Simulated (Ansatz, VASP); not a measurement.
**One calculation of AgCl, two programs**

```xyz
2
Lattice="3.2709 0.0000 0.0000 0.0000 3.2709 0.0000 0.0000 0.0000 3.2709" Properties=species:S:1:pos:R:3 pbc="T T T"
Ag    0.0000    0.0000    0.0000
Cl    1.6354    1.6354    1.6354
```

Alike in both runs: task single point; functional PBEsol; k mesh 12 × 12 × 12; occupations gaussian, width 0.05 eV; no spin polarisation.

|  | VASP | Ansatz |
| --- | --- | --- |
| version | VASP 6.6.1 | Ansatz 0.2.0 |
| potentials or method | VASP PAW PBE potentials, release 64 (Ag, Cl), cutoff 520 eV | scalar-relativistic, plane waves, PAW |
| valence electrons in the cell | 18 | 26 |

|  | VASP | Ansatz | Ansatz less VASP |
| --- | --- | --- | --- |
| gap on the k mesh at the Fermi level (eV) | 0.50 | 0.49 | -0.001 |
| least direct gap on the mesh (eV) | 2.53 | 2.52 | -0.002 |
| pressure (GPa) | 4.0 | 4.1 | +0.13 |

VASP's potentials were made for PBE, not for PBEsol. VASP's potentials hold 18 valence electrons a cell and Ansatz's 26, so a difference there can come from the potentials and not from the codes.
